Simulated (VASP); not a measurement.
# SiNi (Pmmn) in VASP: further runs

SiNi is run at these levels: PBEsol; tasks: single point.

Program: VASP 6.6.1. These are calculated values, not measurements. Logs are shortened: lines on timing, memory, paths and dates and some standing lists are left out, and cuts for length are marked.

## Step 1: The cell of the first run

It takes space group Pmmn (No. 59, orthorhombic). Conventional cell: a = 2.995 Å, b = 3.235 Å, c = 4.672 Å, α = 90.00°, β = 90.00°, γ = 90.00°. Within 3.1 Å of Si (site symmetry mm2) lie 6 Ni at 2.33 to 2.37 Å and 6 Si at 2.65 to 2.99 Å. Ni (site symmetry mm2) has 6 Si at 2.33 to 2.37 Å and 6 Ni at 2.65 to 2.99 Å within 3.1 Å.

## Step 2: Single point, PBEsol

Contents of INCAR:

```
SYSTEM = SiNi
  ALGO = Normal
  EDIFF = 1E-6
  ENCUT = 520
  GGA = PS
  ISIF = 2
  ISMEAR = 0
  LASPH = .TRUE.
  LCHARG = .FALSE.
  LREAL = .FALSE.
  LWAVE = .FALSE.
  NBANDS = 22
  NELM = 80
  PREC = Accurate
  SIGMA = 0.1
```

Contents of KPOINTS:

```
k-points
0
G
  18 16 12
  0 0 0
```

Contents of POSCAR:

```
SiNi
1.0
    2.9947885069      0.0000000000      0.0000000000
    0.0000000000      3.2345974071      0.0000000000
    0.0000000000      0.0000000000      4.6724690187
Si Ni
2 2
Direct
    0.5000000000      0.5000000000      0.8426091518
    0.0000000000      0.0000000000      0.1573908482
    0.5000000000      0.5000000000      0.3432947119
    0.0000000000      0.0000000000      0.6567052881
```

Potentials or basis: VASP PAW PBE potentials, release 64 (Si, Ni).

The run is started by

```sh
$ cat potpaw_PBE.64/Si/POTCAR potpaw_PBE.64/Ni/POTCAR > POTCAR
$ mpirun -np 1 vasp_std > vasp.out
```

OUTCAR:

```text
SYSTEM = SiNi
   EDIFF = 1E-6
   ENCUT = 520
   GGA = PS
   ISIF = 2
   ISMEAR = 0
   LASPH = .TRUE.
   LREAL = .FALSE.
   NELM = 80
   PREC = Accurate

 ion  position               nearest neighbor table
   1  0.500  0.500  0.843-   3 2.33   3 2.34   4 2.37   4 2.37   4 2.37   4 2.37   2 2.65   2 2.65
                             2 2.65   2 2.65
   2  0.000  0.000  0.157-   4 2.33   4 2.34   3 2.37   3 2.37   3 2.37   3 2.37   1 2.65   1 2.65
                             1 2.65   1 2.65
   3  0.500  0.500  0.343-   1 2.33   1 2.34   2 2.37   2 2.37   2 2.37   2 2.37   4 2.65   4 2.65
                             4 2.65   4 2.65
   4  0.000  0.000  0.657-   2 2.33   2 2.34   1 2.37   1 2.37   1 2.37   1 2.37   3 2.65   3 2.65
                             3 2.65   3 2.65

  LATTYP: Found a simple orthorhombic cell.
 ALAT       =     2.9947885069
 B/A-ratio  =     1.0800754042
 C/A-ratio  =     1.5601999967

  Lattice vectors:

 A1 = (   2.9947885069,   0.0000000000,   0.0000000000)
 A2 = (   0.0000000000,   3.2345974071,   0.0000000000)
 A3 = (   0.0000000000,   0.0000000000,   4.6724690187)

Analysis of symmetry for initial positions (statically):
=====================================================================
 Subroutine PRICEL returns:
 Original cell was already a primitive cell.

 Routine SETGRP: Setting up the symmetry group for a
 simple orthorhombic supercell.

 Subroutine GETGRP returns: Found  8 space group operations
 (whereof  4 operations were pure point group operations)
 out of a pool of  8 trial point group operations.

The static configuration has the point symmetry C_2v.
 The point group associated with its full space group is D_2h.

Analysis of symmetry for dynamics (positions and initial velocities):
=====================================================================
 Subroutine PRICEL returns:
 Original cell was already a primitive cell.

 Routine SETGRP: Setting up the symmetry group for a
 simple orthorhombic supercell.

 Subroutine GETGRP returns: Found  8 space group operations
 (whereof  4 operations were pure point group operations)
 out of a pool of  8 trial point group operations.

The dynamic configuration has the point symmetry C_2v.
 The point group associated with its full space group is D_2h.

 Subroutine INISYM returns: Found  8 space group operations
 (whereof  4 operations are pure point group operations),
 and found     1 'primitive' translations

----------------------------------------------------------------------------------------

                                     Primitive cell

  volume of cell :      45.2619

  direct lattice vectors                    reciprocal lattice vectors
     2.994788507  0.000000000  0.000000000     0.333913396  0.000000000  0.000000000
     0.000000000  3.234597407  0.000000000     0.000000000  0.309157485  0.000000000
     0.000000000  0.000000000  4.672469019     0.000000000  0.000000000  0.214019611

  length of vectors
     2.994788507  3.234597407  4.672469019     0.333913396  0.309157485  0.214019611

  position of ions in fractional coordinates (direct lattice)
     0.500000000  0.500000000  0.842609152
     0.000000000  0.000000000  0.157390848
     0.500000000  0.500000000  0.343294712
     0.000000000  0.000000000  0.656705288

  ion indices of the primitive-cell ions
   primitive index   ion index
                 1           1
                 2           2
                 3           3
                 4           4

----------------------------------------------------------------------------------------

 KPOINTS: k-points

Automatic generation of k-mesh.
 Grid dimensions read from file:
 generate k-points for:   18   16   12

 Generating k-lattice:

  Cartesian coordinates                     Fractional coordinates (reciprocal lattice)
     0.018550744  0.000000000  0.000000000     0.055555556  0.000000000  0.000000000
     0.000000000  0.019322343  0.000000000     0.000000000  0.062500000  0.000000000
     0.000000000  0.000000000  0.017834968     0.000000000  0.000000000  0.083333333

  Length of vectors
     0.018550744  0.019322343  0.017834968

  Shift w.r.t. Gamma in fractional coordinates (k-lattice)
     0.000000000  0.000000000  0.000000000

 Subroutine IBZKPT returns following result:
 ===========================================

 Found    630 irreducible k-points:

 Following reciprocal coordinates:
            Coordinates               Weight
  0.000000  0.000000  0.000000      1.000000
  0.055556  0.000000  0.000000      2.000000
  0.111111  0.000000  0.000000      2.000000
  0.166667  0.000000  0.000000      2.000000
  0.222222  0.000000  0.000000      2.000000
  0.277778  0.000000  0.000000      2.000000
[... 16 lines left out ...]
  0.111111  0.125000  0.000000      4.000000
  0.166667  0.125000  0.000000      4.000000
 [... further k-points ...]
   k-points           NKPTS =    630   k-points in BZ     NKDIM =    630   number of bands    NBANDS=     22
   number of dos      NEDOS =    301   number of ions     NIONS =      4
   total plane-waves  NPLWV =  20736
   dimension x,y,z NGX =    24 NGY =   24 NGZ =   36
   dimension x,y,z NGXF=    48 NGYF=   48 NGZF=   72
   ions per type =               2   2
   NGX,Y,Z   is equivalent  to a cutoff of  13.32, 12.34, 12.81 a.u.
   NGXF,Y,Z  is equivalent  to a cutoff of  26.65, 24.67, 25.62 a.u.
 SYSTEM =  SiNi
   PREC   = accura    normal or accurate (medium, high low for compatibility)
   ISTART =      0    job   : 0-new  1-cont  2-samecut
   ICHARG =      2    charge: 1-file 2-atom 10-const
   ISPIN  =      1    spin polarized calculation?
   LNONCOLLINEAR =      F non collinear calculations
   LSORBIT =      F    spin-orbit coupling
   LASPH  =      T    aspherical Exc in radial PAW
   ENCUT  =  520.0 eV  38.22 Ry    6.18 a.u.   5.57  6.01  8.69*2*pi/ulx,y,z
   NELM   =     80;   NELMIN=  2; NELMDL= -5     # of ELM steps
   EDIFF  = 0.1E-05   stopping-criterion for ELM
   LREAL  =      F    real-space projection
   EDIFFG = 0.1E-04   stopping-criterion for IOM
   NSW    =      0    number of steps for IOM
   IBRION =     -1    ionic relax: 0-MD 1-quasi-New 2-CG
   NFREE  =      0    steps in history (QN), initial steepest desc. (CG)
   ISIF   =      2    stress and relaxation
   ISYM   =      2    0-nonsym 1-usesym 2-fastsym
   POTIM  = 0.5000    time-step for ionic-motion
   TEBEG  =    0.0;   TEEND  =   0.0 temperature during run
   PSTRESS=    0.0 pullay stress
   NELECT =      28.0000    total number of electrons
   NUPDOWN=      -1.0000    fix difference up-down
   EMIN   =  10.00;   EMAX   =-10.00  energy-range for DOS
   EFERMI =   0.00;   METHOD = LEGACY
   ISMEAR =     0;   SIGMA  =   0.10  broadening in eV -4-tet -1-fermi 0-gaus
   EFERMI_NEDOS =   21; number of points for ismear=-14 and -15
   IALGO  =     38    algorithm
   IMIX   =      4    mixing-type and parameters
     AMIX     =   0.40;   BMIX     =  1.00
     AMIX_MAG =   1.60;   BMIX_MAG =  1.00
  volume/ion in A,a.u.               =      11.32        76.36
  Fermi-wavevector in a.u.,A,eV,Ry     =   1.394922  2.636020 26.474314  1.945807
  Thomas-Fermi vector in A             =   2.518424
   LORBIT       =      0    0 simple, 1 ext, 2 COOP (PROOUT), +10 PAW based schemes
   GGA     = PS    functional components
   LHFCALC =     F    Hartree Fock is set to
   AEXX    =    0.0000 exact exchange contribution
   IVDW    =     0    specifies the selected vdW correction
   LEPSILON=     F    determine dielectric tensor
   LRPA    =     F    only Hartree local field effects (RPA)
 non-spin polarized calculation
 Gauss-broadening in eV      SIGMA  =   0.10
  energy-cutoff  :      520.00
  volume of cell :       45.26
 maximum number of plane-waves:      1246
 NGX is ok and might be reduce to    24
   NGX = 11   NGY = 13   NGZ = 17

 number of electron      27.9999990 magnetization

 Free energy of the ion-electron system (eV)
  ---------------------------------------------------
  ext. energy  EPLUGINS =         0.00000000
  ---------------------------------------------------
  free energy    TOTEN  =       -25.96231490 eV

  energy without entropy =      -25.95658322  energy(sigma->0) =      -25.95944906

 E-fermi :  11.5689     XC(G=0): -12.7067

 val. band max:       11.5601793702   @ k =   0.2222   0.1875   0.4167
 cond. band min:      11.5766291720   @ k =   0.2778   0.3125   0.0833
 fundamental gap:      0.0164498018
 Fermi energy:        11.5688740806

 k-point     1 :       0.0000    0.0000    0.0000
  band No.  band energies     occupation
      1      -2.5061      2.00000
      2       3.3289      2.00000
      3       4.9272      2.00000
      4       7.2769      2.00000
      5       7.9216      2.00000
      6       8.4803      2.00000
[... 14 lines left out ...]
     21      19.8148      0.00000
     22      20.8479      0.00000

 k-point     2 :       0.0556    0.0000    0.0000
  band No.  band energies     occupation
      1      -2.4558      2.00000
      2       3.3662      2.00000
      3       4.9673      2.00000
      4       7.2638      2.00000
      5       7.9393      2.00000
      6       8.4531      2.00000
[... 14 lines left out ...]
     21      19.8705      0.00000
     22      20.8799      0.00000

 k-point     3 :       0.1111    0.0000    0.0000
  band No.  band energies     occupation
      1      -2.3053      2.00000
      2       3.4751      2.00000
      3       5.0861      2.00000
      4       7.1884      2.00000
      5       7.9904      2.00000
      6       8.3765      2.00000
[... 14 lines left out ...]
     21      20.0374      0.00000
     22      20.9585      0.00000
[... 476 lines left out ...]
 k-point    23 :       0.1111    0.1250    0.0000
  band No.  band energies     occupation
      1      -2.0896      2.00000
      2       3.5792      2.00000
      3       5.2567      2.00000
      4       6.9090      2.00000
      5       7.8538      2.00000
      6       8.2598      2.00000
[... 14 lines left out ...]
     21      19.9098      0.00000
     22      21.0891      0.00000

 k-point    24 :       0.1667    0.1250    0.0000
  band No.  band energies     occupation
      1      -1.8415      2.00000
      2       3.7418      2.00000
      3       5.4448      2.00000
      4       6.8453      2.00000
      5       7.7979      2.00000
      6       8.0396      2.00000
[... 14 lines left out ...]
     21      20.0784      0.00000
     22      20.4669      0.00000

 [... further k-points ...]

------------------------ aborting loop because EDIFF is reached ----------------------------------------

  FORCE on cell =-STRESS in cart. coord.  units (eV):
  Direction    XX          YY          ZZ          XY          YZ          ZX
  --------------------------------------------------------------------------------------
  -------------------------------------------------------------------------------------
  Total       -0.0006690      0.1568351      0.0967071      0.0000000      0.0000000      0.0000000
  in kB       -0.0236796      5.5516363      3.4232315      0.0000000      0.0000000      0.0000000
  external PRESSURE =       2.9837294 kB  Pullay stress =       0.0000000 kB

 VOLUME and BASIS-vectors are now :
 -----------------------------------------------------------------------------
  energy-cutoff  :      520.00
  volume of cell :       45.26
      direct lattice vectors                 reciprocal lattice vectors
     2.994788507  0.000000000  0.000000000     0.333913396  0.000000000  0.000000000
     0.000000000  3.234597407  0.000000000     0.000000000  0.309157485  0.000000000
     0.000000000  0.000000000  4.672469019     0.000000000  0.000000000  0.214019611

 POSITION                                       TOTAL-FORCE (eV/Angst)
 -----------------------------------------------------------------------------------
      1.49739      1.61730      3.93707         0.000000      0.000000      0.001292
      0.00000      0.00000      0.73540         0.000000      0.000000     -0.001292
      1.49739      1.61730      1.60403         0.000000      0.000000      0.012885
      0.00000      0.00000      3.06844         0.000000      0.000000     -0.012885
 -----------------------------------------------------------------------------------
    total drift:                                0.000000     -0.000000      0.000000

  FREE ENERGIE OF THE ION-ELECTRON SYSTEM (eV)
  ---------------------------------------------------
  free  energy   TOTEN  =       -25.9623148973 eV

  energy  without entropy=      -25.9565832193  energy(sigma->0) =      -25.95944906
```

Wall time 3.4 min (1 thread of Intel Xeon 6975P-C (Granite Rapids), shared host); peak memory 0.59 GiB.

Results:

| Quantity | Value |
| --- | --- |
| Free energy | -25.9623 eV |
| Pressure | 0.3 GPa |
| Largest force | 0.013 eV/Å |
| Band gap on the k mesh | zero (bands 14 and 15 overlap by 2.41 eV) |

Forces in eV/Å, atoms in the order of the input:
```
Si   0.000  0.000  0.001
Si   0.000  0.000 -0.001
Ni   0.000  0.000  0.013
Ni   0.000  0.000 -0.013
```

Stress tensor (GPa, compression positive):
```
0.00 0.00 0.00
0.00 0.56 0.00
0.00 0.00 0.34
```

Caveat: the PAW data sets were made with another functional, which shifts forces and pressure a little. Spin polarisation is off, so any magnetic state and its effect on volume and gap are missing.

(Continued in part 2 of 3.)
